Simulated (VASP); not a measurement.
# AlN (R3m) in VASP: single point with PBEsol

Aim: the single point of AlN with PBEsol.

Program: VASP 6.6.1. These are calculated values, not measurements. Logs are shortened: lines on timing, memory, paths and dates and some standing lists are left out, and cuts for length are marked.

**1. The cell of the first run**

Symmetry: R3m, No. 160, trigonal system. Conventional cell: a = 3.126 Å, b = 3.126 Å, c = 7.554 Å, α = 90.00°, β = 90.00°, γ = 120.00°. Within 2.5 Å of Al (site symmetry 3m) lie 4 N at 1.90 to 1.91 Å. Within 2.5 Å of N (site symmetry 3m) lie 4 Al at 1.90 to 1.91 Å.

**2. Single point, PBEsol**

INCAR

```
ALGO = Normal ; EDIFF = 1E-6
ENCUT = 600 ; GGA = PS
GGA_COMPAT = False ; ISIF = 2
ISMEAR = 0 ; LASPH = True
LCHARG = True ; LELF = True
LREAL = False ; LVHAR = True
LWAVE = False ; NBANDS = 11
NELM = 120 ; PREC = Accurate
SIGMA = 0.01
```

KPOINTS

```
k-points
0
Gamma
  9 9 9
```

POSCAR

```
AlN
1.0
   -0.0199506070      2.1906262067      2.1906262067
    2.1906262067     -0.0199506070      2.1906262067
    2.1906262067      2.1906262067     -0.0199506070
Al N
1 1
Direct
   -0.0006248650     -0.0006248650     -0.0006248650
    0.2506248650      0.2506248650      0.2506248650
```

Potentials or basis: VASP PAW PBE potentials, release 64 (Al, N).

Started as:

```console
cat potpaw_PBE.64/Al/POTCAR potpaw_PBE.64/N/POTCAR > POTCAR
mpirun -np 1 vasp_std > vasp.out
```

OUTCAR:

```text
EDIFF = 1E-6
   ENCUT = 600
   GGA = PS
   ISIF = 2
   ISMEAR = 0
   LASPH = True
   LREAL = False
   NELM = 120
   PREC = Accurate

 ion  position               nearest neighbor table
   1  0.999  0.999  0.999-   2 1.90   2 1.91   2 1.91   2 1.91
   2  0.251  0.251  0.251-   1 1.90   1 1.91   1 1.91   1 1.91

  LATTYP: Found a trigonal (rhomboedric) cell.
 ALAT       =     3.0980775300
 COS(alpha) =     0.4908723809

  Lattice vectors:

 A1 = (  -0.0199506070,   2.1906262067,   2.1906262067)
 A2 = (   2.1906262067,  -0.0199506070,   2.1906262067)
 A3 = (   2.1906262067,   2.1906262067,  -0.0199506070)

Analysis of symmetry for initial positions (statically):
=====================================================================
 Subroutine PRICEL returns:
 Original cell was already a primitive cell.

 Routine SETGRP: Setting up the symmetry group for a
 trigonal (rhombohedral) supercell.

 Subroutine GETGRP returns: Found  6 space group operations
 (whereof  6 operations were pure point group operations)
 out of a pool of 12 trial point group operations.

The static configuration has the point symmetry C_3v.

Analysis of symmetry for dynamics (positions and initial velocities):
=====================================================================
 Subroutine PRICEL returns:
 Original cell was already a primitive cell.

 Routine SETGRP: Setting up the symmetry group for a
 trigonal (rhombohedral) supercell.

 Subroutine GETGRP returns: Found  6 space group operations
 (whereof  6 operations were pure point group operations)
 out of a pool of 12 trial point group operations.

The dynamic configuration has the point symmetry C_3v.

 Subroutine INISYM returns: Found  6 space group operations
 (whereof  6 operations are pure point group operations),
 and found     1 'primitive' translations

----------------------------------------------------------------------------------------

                                     Primitive cell

  volume of cell :      21.3122

  direct lattice vectors                    reciprocal lattice vectors
    -0.019950607  2.190626207  2.190626207    -0.225150633  0.227219985  0.227219985
     2.190626207 -0.019950607  2.190626207     0.227219985 -0.225150633  0.227219985
     2.190626207  2.190626207 -0.019950607     0.227219985  0.227219985 -0.225150633

  length of vectors
     3.098077530  3.098077530  3.098077530     0.392365456  0.392365456  0.392365456

  position of ions in fractional coordinates (direct lattice)
     0.999375135  0.999375135  0.999375135
     0.250624865  0.250624865  0.250624865

  ion indices of the primitive-cell ions
   primitive index   ion index
                 1           1
                 2           2

----------------------------------------------------------------------------------------

 KPOINTS: k-points

Automatic generation of k-mesh.
 Grid dimensions read from file:
 generate k-points for:    9    9    9

 Generating k-lattice:

  Cartesian coordinates                     Fractional coordinates (reciprocal lattice)
    -0.025016737  0.025246665  0.025246665     0.111111111  0.000000000  0.000000000
     0.025246665 -0.025016737  0.025246665     0.000000000  0.111111111  0.000000000
     0.025246665  0.025246665 -0.025016737     0.000000000  0.000000000  0.111111111

  Length of vectors
     0.043596162  0.043596162  0.043596162

  Shift w.r.t. Gamma in fractional coordinates (k-lattice)
     0.000000000  0.000000000  0.000000000

 Subroutine IBZKPT returns following result:
 ===========================================

 Found     85 irreducible k-points:

 Following reciprocal coordinates:
            Coordinates               Weight
  0.000000  0.000000  0.000000      1.000000
  0.111111  0.000000 -0.000000      6.000000
  0.222222  0.000000  0.000000      6.000000
  0.333333 -0.000000 -0.000000      6.000000
  0.444444  0.000000  0.000000      6.000000
  0.111111  0.111111 -0.000000      6.000000
[... 16 lines left out ...]
 -0.333333  0.333333  0.000000      6.000000
  0.444444  0.444444  0.000000      6.000000
 [... further k-points ...]
   k-points           NKPTS =     85   k-points in BZ     NKDIM =     85   number of bands    NBANDS=     11
   number of dos      NEDOS =    301   number of ions     NIONS =      2
   total plane-waves  NPLWV =  21952
   dimension x,y,z NGX =    28 NGY =   28 NGZ =   28
   dimension x,y,z NGXF=    56 NGYF=   56 NGZF=   56
   ions per type =               1   1
   NGX,Y,Z   is equivalent  to a cutoff of  15.03, 15.03, 15.03 a.u.
   NGXF,Y,Z  is equivalent  to a cutoff of  30.05, 30.05, 30.05 a.u.
 SYSTEM =  unknown system
   PREC   = accura    normal or accurate (medium, high low for compatibility)
   ISTART =      0    job   : 0-new  1-cont  2-samecut
   ICHARG =      2    charge: 1-file 2-atom 10-const
   ISPIN  =      1    spin polarized calculation?
   LNONCOLLINEAR =      F non collinear calculations
   LSORBIT =      F    spin-orbit coupling
   LASPH  =      T    aspherical Exc in radial PAW
   ENCUT  =  600.0 eV  44.10 Ry    6.64 a.u.   6.19  6.19  6.19*2*pi/ulx,y,z
   NELM   =    120;   NELMIN=  2; NELMDL= -5     # of ELM steps
   EDIFF  = 0.1E-05   stopping-criterion for ELM
   LREAL  =      F    real-space projection
   EDIFFG = 0.1E-04   stopping-criterion for IOM
   NSW    =      0    number of steps for IOM
   IBRION =     -1    ionic relax: 0-MD 1-quasi-New 2-CG
   NFREE  =      0    steps in history (QN), initial steepest desc. (CG)
   ISIF   =      2    stress and relaxation
   ISYM   =      2    0-nonsym 1-usesym 2-fastsym
   POTIM  = 0.5000    time-step for ionic-motion
   TEBEG  =    0.0;   TEEND  =   0.0 temperature during run
   PSTRESS=    0.0 pullay stress
   NELECT =       8.0000    total number of electrons
   NUPDOWN=      -1.0000    fix difference up-down
   EMIN   =  10.00;   EMAX   =-10.00  energy-range for DOS
   EFERMI =   0.00;   METHOD = LEGACY
   ISMEAR =     0;   SIGMA  =   0.01  broadening in eV -4-tet -1-fermi 0-gaus
   EFERMI_NEDOS =   21; number of points for ismear=-14 and -15
   IALGO  =     38    algorithm
   IMIX   =      4    mixing-type and parameters
     AMIX     =   0.40;   BMIX     =  1.00
     AMIX_MAG =   1.60;   BMIX_MAG =  1.00
  volume/ion in A,a.u.               =      10.66        71.91
  Fermi-wavevector in a.u.,A,eV,Ry     =   1.180943  2.231659 18.975053  1.394627
  Thomas-Fermi vector in A             =   2.317226
   LORBIT       =      0    0 simple, 1 ext, 2 COOP (PROOUT), +10 PAW based schemes
   GGA     = PS    functional components
   LHFCALC =     F    Hartree Fock is set to
   AEXX    =    0.0000 exact exchange contribution
   IVDW    =     0    specifies the selected vdW correction
   LEPSILON=     F    determine dielectric tensor
   LRPA    =     F    only Hartree local field effects (RPA)
 non-spin polarized calculation
 Gauss-broadening in eV      SIGMA  =   0.01
  energy-cutoff  :      600.00
  volume of cell :       21.31
 maximum number of plane-waves:       727
 NGX is ok and might be reduce to    28
   NGX = 13   NGY = 13   NGZ = 13

 number of electron       8.0000000 magnetization

 Free energy of the ion-electron system (eV)
  ---------------------------------------------------
  ext. energy  EPLUGINS =         0.00000000
  ---------------------------------------------------
  free energy    TOTEN  =       -15.60687755 eV

  energy without entropy =      -15.60687755  energy(sigma->0) =      -15.60687755

 E-fermi :   5.8692     XC(G=0): -11.0310

 val. band max:        5.7416858092   @ k =   0.0000   0.0000   0.0000
 cond. band min:       9.0205612162   @ k =   0.4444   0.4444   0.0000
 fundamental gap:      3.2788754070
 Fermi energy:         5.8691696596

 k-point     1 :       0.0000    0.0000    0.0000
  band No.  band energies     occupation
      1      -9.1616      2.00000
      2       5.6297      2.00000
      3       5.6297      2.00000
      4       5.7417      2.00000
      5       9.5959      0.00000
      6      17.7986      0.00000
      7      17.7986      0.00000
      8      18.1550      0.00000
      9      23.0715      0.00000
     10      23.0715      0.00000
     11      24.3522      0.00000

 k-point     2 :       0.1111    0.0000   -0.0000
  band No.  band energies     occupation
      1      -8.9854      2.00000
      2       4.6604      2.00000
      3       5.5704      2.00000
      4       5.6658      2.00000
      5      10.3941      0.00000
      6      17.3752      0.00000
      7      17.9588      0.00000
      8      18.2584      0.00000
      9      21.6466      0.00000
     10      21.7513      0.00000
     11      23.4731      0.00000

 k-point     3 :       0.2222    0.0000    0.0000
  band No.  band energies     occupation
      1      -8.4914      2.00000
      2       2.8479      2.00000
      3       5.4289      2.00000
      4       5.5113      2.00000
      5      11.6226      0.00000
      6      16.5102      0.00000
      7      17.8207      0.00000
      8      18.0211      0.00000
      9      21.2796      0.00000
     10      21.5360      0.00000
     11      22.6156      0.00000

 k-point     4 :       0.3333   -0.0000   -0.0000
  band No.  band energies     occupation
      1      -7.8097      2.00000
      2       1.1145      2.00000
      3       5.2811      2.00000
      4       5.3502      2.00000
      5      12.4233      0.00000
      6      15.7641      0.00000
      7      17.0977      0.00000
      8      17.2660      0.00000
      9      22.5937      0.00000
     10      22.6823      0.00000
     11      23.0303      0.00000

 k-point     5 :       0.4444    0.0000    0.0000
  band No.  band energies     occupation
      1      -7.2492      2.00000
      2      -0.0100      2.00000
      3       5.1915      2.00000
      4       5.2520      2.00000
      5      12.7474      0.00000
      6      15.3269      0.00000
      7      16.5968      0.00000
      8      16.7682      0.00000
      9      23.0943      0.00000
     10      24.6568      0.00000
     11      25.0295      0.00000
[... 211 lines left out ...]
 k-point    21 :       0.4444    0.3333   -0.0000
  band No.  band energies     occupation
      1      -6.9037      2.00000
      2       1.2488      2.00000
      3       3.6315      2.00000
      4       4.2132      2.00000
      5      10.0083      0.00000
      6      14.7352      0.00000
      7      18.0662      0.00000
      8      20.2046      0.00000
      9      20.5736      0.00000
     10      27.1961      0.00000
     11      28.9913      0.00000

 k-point    22 :      -0.4444    0.3333   -0.0000
  band No.  band energies     occupation
      1      -6.6074      2.00000
      2       1.1646      2.00000
      3       2.5543      2.00000
      4       4.3177      2.00000
      5      10.5604      0.00000
      6      15.3346      0.00000
      7      18.2073      0.00000
      8      19.6584      0.00000
      9      20.5424      0.00000
     10      25.9505      0.00000
     11      29.4565      0.00000

 k-point    23 :      -0.3333    0.3333    0.0000
  band No.  band energies     occupation
      1      -6.6697      2.00000
      2       1.3770      2.00000
      3       1.9916      2.00000
      4       4.6216      2.00000
      5      11.5842      0.00000
      6      15.5348      0.00000
      7      17.8800      0.00000
      8      18.8818      0.00000
      9      21.2371      0.00000
     10      23.8441      0.00000
     11      29.6141      0.00000

 k-point    24 :       0.4444    0.4444    0.0000
  band No.  band energies     occupation
      1      -6.6327      2.00000
      2       0.9148      2.00000
      3       3.8815      2.00000
      4       4.0099      2.00000
      5       9.0206      0.00000
      6      14.1012      0.00000
      7      19.0067      0.00000
      8      20.8555      0.00000
      9      20.9441      0.00000
     10      28.5840      0.00000
     11      28.7434      0.00000

 [... further k-points ...]

------------------------ aborting loop because EDIFF is reached ----------------------------------------

  FORCE on cell =-STRESS in cart. coord.  units (eV):
  Direction    XX          YY          ZZ          XY          YZ          ZX
  --------------------------------------------------------------------------------------
  -------------------------------------------------------------------------------------
  Total       -0.4399176     -0.4399176     -0.4399176      0.2115674      0.2115674      0.2115674
  in kB      -33.0715476    -33.0715476    -33.0715476     15.9049342     15.9049342     15.9049342
  external PRESSURE =     -33.0715476 kB  Pullay stress =       0.0000000 kB

 VOLUME and BASIS-vectors are now :
 -----------------------------------------------------------------------------
  energy-cutoff  :      600.00
  volume of cell :       21.31
      direct lattice vectors                 reciprocal lattice vectors
    -0.019950607  2.190626207  2.190626207    -0.225150633  0.227219985  0.227219985
     2.190626207 -0.019950607  2.190626207     0.227219985 -0.225150633  0.227219985
     2.190626207  2.190626207 -0.019950607     0.227219985  0.227219985 -0.225150633

 POSITION                                       TOTAL-FORCE (eV/Angst)
 -----------------------------------------------------------------------------------
      4.35858      4.35858      4.35858        -0.001081     -0.001081     -0.001081
      1.09305      1.09305      1.09305         0.001081      0.001081      0.001081
 -----------------------------------------------------------------------------------
    total drift:                               -0.000000     -0.000000     -0.000000

  FREE ENERGIE OF THE ION-ELECTRON SYSTEM (eV)
  ---------------------------------------------------
  free  energy   TOTEN  =       -15.6068775545 eV

  energy  without entropy=      -15.6068775545  energy(sigma->0) =      -15.60687755
```

Wall time 17 s (1 thread of AMD EPYC 7R13 (Zen 3), shared host); peak memory 0.13 GiB.

Results:

- Free energy: -15.6069 eV
- Pressure: -3.3 GPa
- Band gap on the k mesh: 3.28 eV (least direct gap 3.85 eV)

Stress tensor (GPa, compression positive):
```
-3.31  1.59  1.59
 1.59 -3.31  1.59
 1.59  1.59 -3.31
```

Levels at points of the mesh, in eV from the valence-band top:
```tsv
k point	band 1	band 2	band 3	band 4	band 5	band 6	band 7	band 8
(0.00, 0.00, 0.00)	-14.90	-0.11	-0.11	0.00	3.85	12.06	12.06	12.41
```

Caveat: the cell stands under tension; the PAW data sets were made with another functional, which shifts forces and pressure a little; an odd mesh through Γ misses points on the zone boundary, where band edges can lie.
